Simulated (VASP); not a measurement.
# Al16HO24 (a cell with a defect) in VASP: single point with PBE

Aim: the single point of Al16HO24 (a cell with a defect) with PBE.

Program: VASP 6.6.1. These are calculated values, not measurements. Logs are shortened: lines on timing, memory, paths and dates and some standing lists are left out, and cuts for length are marked.

**1. The cell of the first run**

The cell holds a defect, 41 atoms: a = 11.793 Å, b = 5.815 Å, c = 5.615 Å, α = 90.00°, β = 75.94°, γ = 90.00°.

**2. Single point, PBE, collinear spin**

Input file INCAR:

```
PREC = Accurate
ENCUT = 520
EDIFF = 1E-6
ISMEAR = -1
SIGMA = 0.05
LREAL = Auto
LASPH = T
NELM = 200
ALGO = Normal
ISIF = 2
LWAVE = F
LCHARG = F
ISPIN = 2
MAGMOM = 0 0 0 0 0 0 0 0 0 0 0 0 0 0 0 0 0 0 0 0 0 0 0 0.14 0 0 0 0 0 0 0 0 0 0 0 0 0 0 0 0 0.33
LORBIT = 11
GGA = PE
NBANDS = 126
GGA_COMPAT = F
```

Input file KPOINTS:

```
Automatic mesh
0
Gamma
  1 3 3
```

Input file POSCAR:

```
Al16HO24
1.0
  -11.7928040000      0.0000000000      0.0000000000
    0.0000000000     -5.8149540000      0.0000000000
   -1.3644420000      0.0000000000      5.4468590000
Al O H
16 24 1
Direct
    0.5922555321      0.2431444858      0.1968435386
    0.4089579112      0.2497780722      0.7905433205
    0.8437317673      0.2538351980      0.3179538887
    0.1601622956      0.2510723215      0.6772170897
    0.0923857301     -0.0001556332      0.1972470740
    0.9140507534     -0.0001319013      0.7844420059
    0.3400754006     -0.0001446271      0.3108277633
    0.6580041645     -0.0001589007      0.6773698383
    0.5922654963      0.7565110575      0.1968417027
    0.4089692737      0.7499674116      0.7905447892
    0.8437421736      0.7458698727      0.3179650878
    0.1601640328      0.7486428955      0.6772218631
    0.0932943556      0.4998440228      0.1991751576
    0.9104261820      0.4998729139      0.7932821466
    0.3443796753      0.4998541691      0.3101062466
    0.6569475876      0.4998230425      0.6748046902
    0.6620578660      0.2534635700      0.8805023225
    0.3358280836      0.2507001775      0.1029360224
    0.9972160473      0.2513500537      0.7382377624
    0.0061767038      0.2501999156      0.2519362076
    0.3270168828      0.2504002611      0.5599952193
    0.6748062756      0.2529089654      0.4307833193
    0.1634092181     -0.0001396400      0.8847258576
    0.8451305688     -0.0001456589      0.1027034113
    0.4955245339     -0.0001233028      0.7381224665
    0.4992020095     -0.0001773015      0.2545769957
    0.8286647876     -0.0001454870      0.5609418199
    0.1728247412     -0.0001394680      0.4299022611
    0.6620332609      0.7461770119      0.8804701939
    0.3358269603      0.7490164153      0.1029347372
    0.9972191868      0.7483911309      0.7382289499
    0.0061829982      0.7494874422      0.2519441021
    0.3270182810      0.7493183953      0.5599992583
    0.6748108273      0.7468010925      0.4308099402
    0.1635906678      0.4998533092      0.8862658277
    0.8388155230      0.4998732578      0.1055808494
    0.4944707949      0.4998619078      0.7365779066
    0.5074070280      0.4998409274      0.2482797884
    0.8294869372      0.4998429910      0.5614186084
    0.1740583703      0.4998479782      0.4303801512
    0.7099135579     -0.0002331919      1.1202876741
```

Potentials or basis: VASP PAW PBE potentials, release 64 (Al, O, H).

Run with:

```console
$ cat potpaw_PBE.64/Al/POTCAR potpaw_PBE.64/O/POTCAR potpaw_PBE.64/H/POTCAR > POTCAR
$ mpirun -np 1 vasp_std > vasp.out
```

OUTCAR:

```text
PREC = Accurate
   ENCUT = 520
   EDIFF = 1E-6
   ISMEAR = -1
   LREAL = Auto
   LASPH = T
   NELM = 200
   ISIF = 2
   ISPIN = 2
   LORBIT = 11
   GGA = PE

 ion  position               nearest neighbor table
   1  0.592  0.243  0.197-  17 1.77  26 1.77  38 1.78  22 1.82  41 1.96   9 2.83   9 2.99   8 3.16
                             3 3.20  15 3.21  16 3.21   7 3.21   8 3.30  16 3.32
   2  0.409  0.250  0.791-  37 1.75  18 1.76  25 1.76  21 1.79  10 2.91  10 2.91   4 3.15  15 3.18
                             7 3.19  16 3.19   8 3.20  15 3.31   7 3.33
   3  0.844  0.254  0.318-  20 1.86  36 1.87  24 1.91  22 1.94  39 1.96  27 1.99  11 2.86  11 2.95
                            16 2.96   8 2.98  13 3.19  14 3.20   1 3.20   5 3.21   6 3.26   6 3.28
   4  0.160  0.251  0.677-  19 1.87  35 1.87  23 1.87  21 1.92  40 1.98  28 2.00  12 2.89  12 2.92
                             7 2.96  15 2.98   2 3.15   6 3.17   5 3.19  13 3.19  14 3.20  13 3.31
   5  0.092  1.000  0.197-  23 1.75  32 1.76  20 1.76  28 1.79  13 2.91  13 2.91   7 3.14  12 3.19
                             4 3.19  11 3.21   3 3.21  12 3.33   4 3.33
   6  0.914  1.000  0.784-  31 1.74  19 1.74  24 1.77  27 1.79  14 2.91  14 2.91   4 3.17  12 3.17
                             8 3.22   3 3.26  11 3.26  11 3.28   3 3.28
   7  0.340  1.000  0.311-  26 1.83  30 1.88  18 1.88  28 1.92  33 2.00  21 2.00  15 2.91  15 2.91
                            12 2.96   4 2.96   5 3.14  10 3.19   2 3.19   1 3.21   9 3.21  10 3.33
   8  0.658  1.000  0.677-  25 1.86  17 1.87  29 1.87  27 1.96  34 2.00  22 2.00  16 2.91  16 2.91
                            11 2.98   3 2.98   1 3.16   9 3.16  10 3.20   2 3.20   6 3.22   1 3.30
   9  0.592  0.757  0.197-  29 1.77  26 1.77  38 1.78  34 1.82  41 1.95   1 2.83   1 2.99   8 3.16
                            11 3.20  15 3.21  16 3.21   7 3.21   8 3.30  16 3.32
  10  0.409  0.750  0.791-  37 1.75  30 1.76  25 1.76  33 1.79   2 2.91   2 2.91  12 3.15  15 3.18
                             7 3.19  16 3.19   8 3.20  15 3.31   7 3.33
  11  0.844  0.746  0.318-  32 1.86  36 1.87  24 1.91  34 1.94  39 1.96  27 1.99   3 2.86   3 2.95
                            16 2.96   8 2.98  13 3.19  14 3.20   9 3.20   5 3.21   6 3.26   6 3.28
  12  0.160  0.749  0.677-  31 1.87  35 1.87  23 1.87  33 1.92  40 1.98  28 2.00   4 2.89   4 2.92
                             7 2.96  15 2.98  10 3.15   6 3.17   5 3.19  13 3.19  14 3.20  13 3.31
  13  0.093  0.500  0.199-  35 1.75  32 1.76  20 1.76  40 1.79   5 2.91   5 2.91  15 3.17   4 3.19
                            12 3.19  11 3.19   3 3.19   4 3.31  12 3.31
  14  0.910  0.500  0.793-  36 1.75  31 1.75  19 1.75  39 1.79   6 2.91   6 2.91  11 3.20   3 3.20
                            12 3.20   4 3.20  16 3.22  11 3.29   3 3.29
  15  0.344  0.500  0.310-  38 1.87  18 1.88  30 1.88  40 1.96  21 1.99  33 1.99   7 2.91   7 2.91
                             4 2.98  12 2.98  13 3.17   2 3.18  10 3.18   9 3.21   1 3.21   2 3.31
  16  0.657  0.500  0.675-  29 1.85  17 1.85  37 1.86  22 1.96  34 1.96  39 1.98   8 2.91   8 2.91
                             3 2.96  11 2.96   2 3.19  10 3.19   1 3.21   9 3.21  14 3.22   9 3.32
  17  0.662  0.253  0.881-   1 1.77  16 1.85   8 1.87
  18  0.336  0.251  0.103-   2 1.76  15 1.88   7 1.88
  19  0.997  0.251  0.738-   6 1.74  14 1.75   4 1.87
[... 6 lines left out ...]
  26  0.499  1.000  0.255-   1 1.77   9 1.77   7 1.83
[... 285 lines left out ...]
      1     -13.7743      1.00000
      2     -13.3376      1.00000
      3     -13.0629      1.00000
      4     -12.3513      1.00000
      5     -12.1321      1.00000
      6     -12.1103      1.00000
[... 544 lines left out ...]
    107      14.3291      0.00000
    108      14.4996      0.00000
 Fermi energy:         8.0624308168

 spin component 2

 k-point     1 :       0.0000    0.0000    0.0000
  band No.  band energies     occupation
      1     -13.7438      1.00000
      2     -13.3177      1.00000
      3     -13.0398      1.00000
      4     -12.2695      1.00000
      5     -12.1256      1.00000
      6     -12.0901      1.00000
[... 544 lines left out ...]
    107      14.3528      0.00000
    108      14.5137      0.00000
 [bands above 108 left out]

------------------------ aborting loop because EDIFF is reached ----------------------------------------

  FORCE on cell =-STRESS in cart. coord.  units (eV):
  Direction    XX          YY          ZZ          XY          YZ          ZX
  --------------------------------------------------------------------------------------
  -------------------------------------------------------------------------------------
  Total       18.2837602     17.3234231     20.9125041      0.0053714     -0.0031255     -0.6545136
  in kB       78.4271803     74.3078675     89.7030322      0.0230404     -0.0134064     -2.8075001
  external PRESSURE =      80.8126933 kB  Pullay stress =       0.0000000 kB

 VOLUME and BASIS-vectors are now :
 -----------------------------------------------------------------------------
  energy-cutoff  :      520.00
  volume of cell :      373.52
      direct lattice vectors                 reciprocal lattice vectors
   -11.792804000  0.000000000  0.000000000    -0.084797475  0.000000000 -0.021241827
     0.000000000 -5.814954000  0.000000000     0.000000000 -0.171970406  0.000000000
    -1.364442000  0.000000000  5.446859000     0.000000000  0.000000000  0.183592048

 POSITION                                       TOTAL-FORCE (eV/Angst)
 -----------------------------------------------------------------------------------
     -7.25293     -1.41387      1.07218         0.007928     -0.000250      0.018384
     -5.90141     -1.45245      4.30598         0.011446     -0.000068     -0.007300
    -10.38379     -1.47604      1.73185        -0.013528     -0.015143     -0.005631
     -2.81279     -1.45997      3.68871         0.006715      0.000374     -0.000229
     -1.35862     -5.81405      1.07438        -0.002385     -0.000923      0.015531
    -11.84955     -5.81419      4.27274        -0.008634     -0.000153     -0.018081
[... 33 lines left out ...]
     -2.63986     -2.90659      2.34422        -0.003882     -0.000819     -0.003464
     -8.53600     -5.81360      0.65519        -0.008236     -0.001046     -0.005160
 -----------------------------------------------------------------------------------
    total drift:                               -0.034844      0.000094     -0.021846

  FREE ENERGIE OF THE ION-ELECTRON SYSTEM (eV)
  ---------------------------------------------------
  free  energy   TOTEN  =      -299.1148289774 eV

  energy  without entropy=     -299.1148259694  energy(sigma->0) =     -299.11482747

 total charge

# of ion       s       p       d       tot
------------------------------------------
    1        0.349   0.448   0.000   0.797
    2        0.357   0.458   0.000   0.814
    3        0.303   0.386   0.000   0.689
    4        0.304   0.389   0.000   0.693
    5        0.357   0.458   0.000   0.815
    6        0.358   0.460   0.000   0.818
[... 33 lines left out ...]
   40        1.549   3.634   0.000   5.182
   41        0.472   0.020   0.000   0.492
--------------------------------------------------
tot         42.935  94.175   0.000 137.110

 magnetization (x)

# of ion       s       p       d       tot
------------------------------------------
    1        0.001   0.007   0.000   0.008
    2        0.000   0.000   0.000   0.000
    3       -0.000  -0.000   0.000  -0.001
    4        0.000  -0.000   0.000   0.000
    5       -0.000  -0.000   0.000  -0.000
    6       -0.000   0.000   0.000   0.000
[... 33 lines left out ...]
   40        0.000   0.000   0.000   0.000
   41        0.248   0.007   0.000   0.255
--------------------------------------------------
tot          0.288   0.340   0.000   0.628
```

OSZICAR:

```text
N       E                     dE             d eps       ncg     rms          rms(c)
DAV:   1     0.103774020492E+04    0.10377E+04   -0.10108E+05  2520   0.145E+03
DAV:   2    -0.261165556539E+03   -0.12989E+04   -0.12634E+04  3068   0.317E+02
DAV:   3    -0.335098796843E+03   -0.73933E+02   -0.73534E+02  3024   0.796E+01
DAV:   4    -0.335886211164E+03   -0.78741E+00   -0.78587E+00  2968   0.911E+00
DAV:   5    -0.335897833721E+03   -0.11623E-01   -0.11615E-01  2968   0.106E+00    0.373E+01
DAV:   6    -0.298830923574E+03    0.37067E+02   -0.15463E+02  2848   0.342E+01    0.129E+01
DAV:   7    -0.299035467373E+03   -0.20454E+00   -0.37009E+00  2816   0.533E+00    0.718E+00
DAV:   8    -0.299070672090E+03   -0.35205E-01   -0.34163E-01  2904   0.243E+00    0.224E+00
DAV:   9    -0.299106233208E+03   -0.35561E-01   -0.99744E-02  2952   0.126E+00    0.708E-01
DAV:  10    -0.299112982181E+03   -0.67490E-02   -0.17311E-02  2912   0.446E-01    0.451E-01
DAV:  11    -0.299114297083E+03   -0.13149E-02   -0.17144E-03  2856   0.159E-01    0.241E-01
DAV:  12    -0.299114715933E+03   -0.41885E-03   -0.83701E-04  3136   0.133E-01    0.812E-02
DAV:  13    -0.299114819485E+03   -0.10355E-03   -0.27546E-04  2912   0.685E-02    0.223E-02
DAV:  14    -0.299114829266E+03   -0.97817E-05   -0.40822E-05  2928   0.247E-02    0.118E-02
DAV:  15    -0.299114828977E+03    0.28886E-06   -0.49447E-06  2928   0.914E-03
   1 F= -.29911483E+03 E0= -.29911483E+03  d E =-.300807E-05  mag=     1.0000
```

stdout:

```text
POSCAR found type information on POSCAR AlO H
 POSCAR found :  3 types and      41 ions
 scaLAPACK will be used
 LDA part: xc-table for (Slater+PW92), standard interpolation
 POSCAR, INCAR and KPOINTS ok, starting setup
 FFT: planning ... GRIDC
 FFT: planning ... GRID_SOFT
 FFT: planning ... GRID
 WAVECAR not read
 entering main loop
```

It took 15 min on 1 thread of Intel Xeon Platinum 8488C (Sapphire Rapids), shared host; peak memory 0.72 GiB.

Results:

```
Free energy                                           : -299.1148 eV
Pressure                                              : 8.1 GPa
Largest force                                         : 0.025 eV/Å
Band gap on the k mesh                                : 1.15 eV
Net moment                                            : 1.00 μB per cell
Site moments                                          : Al +0.01, +0.00, -0.00 (each value once); O +0.04, +0.00, +0.03, +0.15, -0.00 (each value once); H +0.26 μB
Valence electrons inside the program's atomic spheres : Al 0.80, 0.81, 0.69, 0.82, 0.70 (each value once); O 5.18, 5.22, 5.15, 5.20 (each value once); H 0.49
```

Forces on the atoms (eV/Å):
```
Al   0.008  0.000  0.018
Al   0.011  0.000 -0.007
Al  -0.014 -0.015 -0.006
Al   0.007  0.000  0.000
Al  -0.002 -0.001  0.016
Al  -0.009  0.000 -0.018
Al   0.003  0.000  0.010
Al   0.000  0.000 -0.004
Al   0.007 -0.001  0.018
Al   0.013  0.001 -0.007
Al  -0.012  0.015 -0.004
Al   0.006 -0.002  0.000
Al  -0.003  0.001  0.008
Al   0.009  0.001 -0.002
Al   0.000  0.000  0.011
Al  -0.002 -0.001  0.009
O    0.001  0.017  0.001
O   -0.001  0.003 -0.003
O   -0.014  0.004 -0.003
O    0.007  0.006  0.000
O   -0.003  0.005 -0.002
O   -0.004  0.017 -0.017
O   -0.005  0.001 -0.012
O    0.019 -0.001  0.008
O   -0.006  0.001 -0.001
O   -0.006 -0.002 -0.001
O    0.014  0.001  0.001
O   -0.006  0.001 -0.002
O   -0.002 -0.019  0.004
O   -0.001 -0.002 -0.002
O   -0.014 -0.003 -0.003
O    0.008 -0.007  0.000
O   -0.003 -0.005 -0.001
O   -0.002 -0.015 -0.019
O    0.001  0.000 -0.009
O   -0.004  0.001  0.006
O   -0.012  0.001  0.003
O    0.011  0.002  0.001
O    0.011  0.000  0.017
O   -0.004 -0.001 -0.003
H   -0.008 -0.001 -0.005
```

Caveat: the k points lie up to 0.55 Å⁻¹ apart.
